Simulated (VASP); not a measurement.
# C (I4/mmm) in VASP: notebook

The runs below take C through single point, with r2SCAN.

Everything below comes from runs of VASP 6.6.1. Logs are shortened: lines on timing, memory, paths and dates and some standing lists are left out, and cuts for length are marked.

## (1) The cell of the first run

It takes space group I4/mmm (No. 139, tetragonal). The conventional cell has a = 4.931 Å, b = 4.931 Å, c = 4.858 Å, α = 90.00°, β = 90.00°, γ = 90.00°. C (site symmetry m) has 4 C at 1.48 to 1.60 Å within 2.0 Å.

## (2) Single point, r2SCAN (strain +0.015 along x and y, +0.000 along z)

POSCAR reads:

```
C
1.0
   -2.4655455167      2.4655455167      2.4291088834
    2.4655455167     -2.4655455167      2.4291088834
    2.4655455167      2.4655455167     -2.4291088834
C
8
Direct
    0.3254551632      0.0000000000      0.0000000000
    0.6745448368      0.6745448368      0.6745448368
    0.0000000000      0.3254551632      0.0000000000
    0.0000000000      0.0000000000      0.3254551632
    0.0000000000      0.6745448368      0.0000000000
    0.3254551632      0.3254551632      0.3254551632
    0.6745448368      0.0000000000      0.0000000000
    0.0000000000      0.0000000000      0.6745448368
```

INCAR.step1 reads:

```
SYSTEM = C
PREC     = Accurate       ! precision mode
ENCUT    = 520            ! plane-wave cutoff, eV
ISMEAR   = 0              ! smearing method
SIGMA    = 0.05           ! smearing width, eV
LREAL    = .FALSE.        ! projectors in reciprocal space
LASPH    = .TRUE.         ! aspherical terms in the spheres
NELM     = 100            ! most SCF steps
NBANDS   = 26             ! bands
GGA      = PE             ! functional
ALGO     = Normal         ! electronic algorithm
EDIFF    = 1E-4           ! SCF threshold, eV
LWAVE    = .TRUE.         ! write WAVECAR
LCHARG   = .FALSE.        ! write CHGCAR
```

INCAR.step2 reads:

```
SYSTEM = C
PREC     = Accurate       ! precision mode
ENCUT    = 520            ! plane-wave cutoff, eV
EDIFF    = 1E-7           ! SCF threshold, eV
ISMEAR   = 0              ! smearing method
SIGMA    = 0.05           ! smearing width, eV
LREAL    = .FALSE.        ! projectors in reciprocal space
LASPH    = .TRUE.         ! aspherical terms in the spheres
NELM     = 100            ! most SCF steps
ALGO     = Normal         ! electronic algorithm
ISIF     = 2              ! what is computed and relaxed
LWAVE    = .FALSE.        ! write WAVECAR
LCHARG   = .FALSE.        ! write CHGCAR
METAGGA  = R2SCAN         ! meta-GGA
LMIXTAU  = .TRUE.       
NBANDS   = 26             ! bands
ISTART   = 1
```

KPOINTS reads:

```
Automatic mesh
0
G
  8 8 8
  0 0 0
```

Potentials or basis: VASP PAW PBE potentials, release 64 (C).

The run is started by

```sh
cat potpaw_PBE.64/C/POTCAR > POTCAR
cp INCAR.step1 INCAR
mpirun -np 1 vasp_std > vasp.out
cp INCAR.step2 INCAR
mpirun -np 1 vasp_std > vasp.out
```

OUTCAR:

```text
SYSTEM = C
   PREC = Accurate
   ENCUT = 520
   EDIFF = 1E-7
   ISMEAR = 0
   LREAL = .FALSE.
   LASPH = .TRUE.
   NELM = 100
   ISIF = 2
   METAGGA = R2SCAN
   ISTART = 1

 ion  position               nearest neighbor table
   1  0.325  0.000  0.000-   7 1.48   5 1.58   6 1.60   8 1.60
   2  0.675  0.675  0.675-   6 1.48   8 1.58   7 1.60   5 1.60
   3  0.000  0.325  0.000-   5 1.48   7 1.58   6 1.60   8 1.60
   4  0.000  0.000  0.325-   8 1.48   6 1.58   7 1.60   5 1.60
   5  0.000  0.675  0.000-   3 1.48   1 1.58   2 1.60   4 1.60
   6  0.325  0.325  0.325-   2 1.48   4 1.58   3 1.60   1 1.60
   7  0.675  0.000  0.000-   1 1.48   3 1.58   2 1.60   4 1.60
   8  0.000  0.000  0.675-   4 1.48   2 1.58   3 1.60   1 1.60

  LATTYP: Found a body centered tetragonal cell.
 ALAT       =     4.9310910334
 C/A-ratio  =     0.9852216749

  Lattice vectors:

 A1 = (  -2.4655455167,   2.4655455167,   2.4291088834)
 A2 = (   2.4655455167,  -2.4655455167,   2.4291088834)
 A3 = (   2.4655455167,   2.4655455167,  -2.4291088834)

Analysis of symmetry for initial positions (statically):
=====================================================================
 Subroutine PRICEL returns:
 Original cell was already a primitive cell.

 Routine SETGRP: Setting up the symmetry group for a
 body centered tetragonal supercell.

 Subroutine GETGRP returns: Found 16 space group operations
 (whereof 16 operations were pure point group operations)
 out of a pool of 16 trial point group operations.

The static configuration has the point symmetry D_4h.

Analysis of symmetry for dynamics (positions and initial velocities):
=====================================================================
 Subroutine PRICEL returns:
 Original cell was already a primitive cell.

 Routine SETGRP: Setting up the symmetry group for a
 body centered tetragonal supercell.

 Subroutine GETGRP returns: Found 16 space group operations
 (whereof 16 operations were pure point group operations)
 out of a pool of 16 trial point group operations.

The dynamic configuration has the point symmetry D_4h.

 Subroutine INISYM returns: Found 16 space group operations
 (whereof 16 operations are pure point group operations),
 and found     1 'primitive' translations

----------------------------------------------------------------------------------------

                                     Primitive cell

  volume of cell :      59.0654
[... 106 lines left out ...]
   NFREE  =      0    steps in history (QN), initial steepest desc. (CG)
   ISIF   =      2    stress and relaxation
   ISYM   =      2    0-nonsym 1-usesym 2-fastsym
   POTIM  = 0.5000    time-step for ionic-motion
   TEBEG  =    0.0;   TEEND  =   0.0 temperature during run
   PSTRESS=    0.0 pullay stress
   NELECT =      32.0000    total number of electrons
   NUPDOWN=      -1.0000    fix difference up-down
   EMIN   =  10.00;   EMAX   =-10.00  energy-range for DOS
   EFERMI =   0.00;   METHOD = LEGACY
   ISMEAR =     0;   SIGMA  =   0.05  broadening in eV -4-tet -1-fermi 0-gaus
   EFERMI_NEDOS =   21; number of points for ismear=-14 and -15
   IALGO  =     38    algorithm
   IMIX   =      4    mixing-type and parameters
     AMIX     =   0.40;   BMIX     =  1.00
     AMIX_MAG =   1.60;   BMIX_MAG =  1.00
  volume/ion in A,a.u.               =       7.38        49.82
  Fermi-wavevector in a.u.,A,eV,Ry     =   1.334588  2.522005 24.233671  1.781125
  Thomas-Fermi vector in A             =   2.463358
   LORBIT       =      0    0 simple, 1 ext, 2 COOP (PROOUT), +10 PAW based schemes
   METAGGA = R2SCAN    functional components
   LHFCALC =     F    Hartree Fock is set to
   AEXX    =    0.0000 exact exchange contribution
   IVDW    =     0    specifies the selected vdW correction
   LEPSILON=     F    determine dielectric tensor
   LRPA    =     F    only Hartree local field effects (RPA)
 non-spin polarized calculation
 Gauss-broadening in eV      SIGMA  =   0.05
  energy-cutoff  :      520.00
  volume of cell :       59.07
 maximum number of plane-waves:      1614
   NGX = 15   NGY = 15   NGZ = 15

 number of electron      31.9999997 magnetization

 Free energy of the ion-electron system (eV)
  ---------------------------------------------------
  ext. energy  EPLUGINS =         0.00000000
  ---------------------------------------------------
  free energy    TOTEN  =       -72.95698599 eV

  energy without entropy =      -72.95698599  energy(sigma->0) =      -72.95698599

 E-fermi :   6.6081     XC(G=0): -12.3076

 val. band max:        6.3889042250   @ k =   0.5000   0.5000   0.5000
 cond. band min:       9.3471018061   @ k =   0.1250   0.1250   0.1250
 fundamental gap:      2.9581975812
 Fermi energy:         6.6081003017

 k-point     1 :       0.0000    0.0000    0.0000
  band No.  band energies     occupation
      1     -15.4283      2.00000
      2      -7.1940      2.00000
      3      -7.1940      2.00000
      4      -6.8960      2.00000
      5      -6.4546      2.00000
      6      -6.2357      2.00000
[... 685 lines left out ...]
     25      18.1934      0.00000
     26      18.6150      0.00000

 [... further k-points ...]

------------------------ aborting loop because EDIFF is reached ----------------------------------------

  FORCE on cell =-STRESS in cart. coord.  units (eV):
  Direction    XX          YY          ZZ          XY          YZ          ZX
  --------------------------------------------------------------------------------------
  -------------------------------------------------------------------------------------
  Total       -4.0839959     -4.0839959     -1.1135411      0.0000000      0.0000000      0.0000000
  in kB     -110.7803830   -110.7803830    -30.2053449      0.0000000      0.0000000      0.0000000
  external PRESSURE =     -83.9220370 kB  Pullay stress =       0.0000000 kB

 VOLUME and BASIS-vectors are now :
 -----------------------------------------------------------------------------
  energy-cutoff  :      520.00
  volume of cell :       59.07
      direct lattice vectors                 reciprocal lattice vectors
    -2.465545517  2.465545517  2.429108883     0.000000000  0.202794877  0.205836800
     2.465545517 -2.465545517  2.429108883     0.202794877  0.000000000  0.205836800
     2.465545517  2.465545517 -2.429108883     0.202794877  0.202794877  0.000000000

 POSITION                                       TOTAL-FORCE (eV/Angst)
 -----------------------------------------------------------------------------------
     -0.80242      0.80242      0.79057         0.163171     -0.163171      0.170961
      1.66312      1.66312      1.63854         0.163171      0.163171     -0.170961
      0.80242     -0.80242      0.79057        -0.163171      0.163171      0.170961
      0.80242      0.80242     -0.79057        -0.163171     -0.163171     -0.170961
      1.66312     -1.66312      1.63854         0.163171     -0.163171     -0.170961
      0.80242      0.80242      0.79057        -0.163171     -0.163171      0.170961
     -1.66312      1.66312      1.63854        -0.163171      0.163171     -0.170961
      1.66312      1.66312     -1.63854         0.163171      0.163171      0.170961
 -----------------------------------------------------------------------------------
    total drift:                               -0.000000     -0.000000      0.000000

  FREE ENERGIE OF THE ION-ELECTRON SYSTEM (eV)
  ---------------------------------------------------
  free  energy   TOTEN  =       -72.9569859940 eV

  energy  without entropy=      -72.9569859940  energy(sigma->0) =      -72.95698599
```

OUTCAR.step1:

```text
SYSTEM = C
   PREC = Accurate
   ENCUT = 520
   ISMEAR = 0
   LREAL = .FALSE.
   LASPH = .TRUE.
[... 941 lines left out ...]
      0.80242      0.80242      0.79057        -0.199790     -0.199790      0.130102
     -1.66312      1.66312      1.63854        -0.199790      0.199790     -0.130102
      1.66312      1.66312     -1.63854         0.199790      0.199790      0.130102
 -----------------------------------------------------------------------------------
    total drift:                               -0.000000     -0.000000      0.000000

  FREE ENERGIE OF THE ION-ELECTRON SYSTEM (eV)
  ---------------------------------------------------
  free  energy   TOTEN  =       -67.6939694308 eV

  energy  without entropy=      -67.6939694308  energy(sigma->0) =      -67.69396943
```

OSZICAR.step1:

```text
N       E                     dE             d eps       ncg     rms          rms(c)
DAV:   1     0.881666194735E+02    0.88167E+02   -0.16307E+04  3068   0.117E+03
DAV:   2    -0.638159593949E+02   -0.15198E+03   -0.13976E+03  4042   0.233E+02
DAV:   3    -0.706850691193E+02   -0.68691E+01   -0.67845E+01  4154   0.452E+01
DAV:   4    -0.707779555500E+02   -0.92886E-01   -0.92713E-01  3960   0.578E+00
DAV:   5    -0.707804584142E+02   -0.25029E-02   -0.25014E-02  4108   0.891E-01    0.106E+01
DAV:   6    -0.683943172265E+02    0.23861E+01   -0.20229E+00  3766   0.721E+00    0.615E+00
DAV:   7    -0.676782697726E+02    0.71605E+00   -0.18227E+00  3904   0.698E+00    0.176E+00
DAV:   8    -0.676905979052E+02   -0.12328E-01   -0.10833E-01  3828   0.190E+00    0.432E-01
DAV:   9    -0.676935165396E+02   -0.29186E-02   -0.93295E-03  4010   0.555E-01    0.133E-01
DAV:  10    -0.676939312243E+02   -0.41468E-03   -0.13762E-03  3974   0.209E-01    0.397E-02
DAV:  11    -0.676939694308E+02   -0.38207E-04   -0.51504E-05  2932   0.465E-02
   1 F= -.67693969E+02 E0= -.67693969E+02  d E =-.223696E-16
```

It took 2.3 min on 1 thread of Intel Xeon 6975P-C (Granite Rapids), shared host; peak memory 0.21 GiB.

Results:

| Item | Value |
| --- | --- |
| Free energy | -72.9570 eV |
| Pressure | -8.4 GPa |
| Largest force | 0.287 eV/Å |
| Band gap on the k mesh | 2.96 eV (least direct gap 3.96 eV) |

Forces in eV/Å, atoms in the order of the input:
```
C    0.163 -0.163  0.171
C    0.163  0.163 -0.171
C   -0.163  0.163  0.171
C   -0.163 -0.163 -0.171
C    0.163 -0.163 -0.171
C   -0.163 -0.163  0.171
C   -0.163  0.163 -0.171
C    0.163  0.163  0.171
```

Stress tensor (GPa, compression positive):
```
-11.08   0.00   0.00
  0.00 -11.08   0.00
  0.00   0.00  -3.02
```

Levels at points of the mesh, in eV from the valence-band top:
| k point | band 12 | band 13 | band 14 | band 15 | band 16 | band 17 | band 18 | band 19 | band 20 | band 21 |
| --- | --- | --- | --- | --- | --- | --- | --- | --- | --- | --- |
| (0.00, 0.00, 0.00) | -5.43 | -5.39 | -0.64 | -0.42 | -0.42 | 3.77 | 3.77 | 4.39 | 8.27 | 8.72 |
| (0.50, 0.00, 0.00) | -4.98 | -3.45 | -3.30 | -2.43 | -2.34 | 3.98 | 5.26 | 6.08 | 6.23 | 7.35 |
| (0.50, 0.50, 0.00) | -5.08 | -3.64 | -3.14 | -2.60 | -2.26 | 3.89 | 5.79 | 5.90 | 6.70 | 7.19 |
| (0.50, 0.50, 0.50) | -6.56 | -6.56 | -0.20 | -0.20 | 0.00 | 3.96 | 5.70 | 6.03 | 6.03 | 8.49 |

Caveat: the cell differs from its parent crystal (strain +0.015 along x and y, +0.000 along z); the stress differs along the axes, from -11 to -3 GPa; the PAW data sets were made with another functional, which shifts forces and pressure a little. A k mesh can miss the band edges.

[end of part 1 of 2]
